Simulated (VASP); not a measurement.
Al3GaN4, 8 atoms in the cell. It takes space group P-43m (No. 215, cubic). Conventional cell: a = 4.416 Å, b = 4.416 Å, c = 4.416 Å, α = 90.00°, β = 90.00°, γ = 90.00°. Al (site symmetry -42m) has 4 N at 1.90 Å within 2.5 Å. Within 2.6 Å of Ga (site symmetry -43m) lie 4 N at 1.95 Å. N (site symmetry 3m) has 3 Al at 1.90 Å and 1 Ga at 1.95 Å within 2.5 Å. 

| Property | Result |
| --- | --- |
| Program | VASP 6.6.1 |
| Task | single point |
| Functional | r2SCAN |
| Potentials or basis | VASP PAW PBE potentials, release 64 (Al, Ga_d, N_h) |
| Cutoff | 910 eV |
| k mesh | 6 × 6 × 6 |
| Occupations | gaussian, width 0.02 eV |
| Spin | no spin polarisation |
| Dipole correction | no |
| Further INCAR settings | ALGO = Normal; EDIFF = 1e-06; NBANDS = 31 |

Potentials or basis: VASP PAW PBE potentials, release 64 (Al, Ga_d, N_h).

Run with:

```bash
$ cat potpaw_PBE.64/Al/POTCAR potpaw_PBE.64/Ga_d/POTCAR potpaw_PBE.64/N_h/POTCAR > POTCAR
$ cp INCAR.step1 INCAR
$ mpirun -np 1 vasp_std > vasp.out
$ cp INCAR.step2 INCAR
$ mpirun -np 1 vasp_std > vasp.out
```

Hardware: 1 thread of Intel(R) Xeon(R) Platinum 8488C (Sapphire Rapids) (shared host).

Problem. How long does it take, and how much memory?

Solution. Wall time 5 min on 1 thread of Intel(R) Xeon(R) Platinum 8488C (Sapphire Rapids) (shared host), peak memory 0.43 GiB. Counts: k points 20.
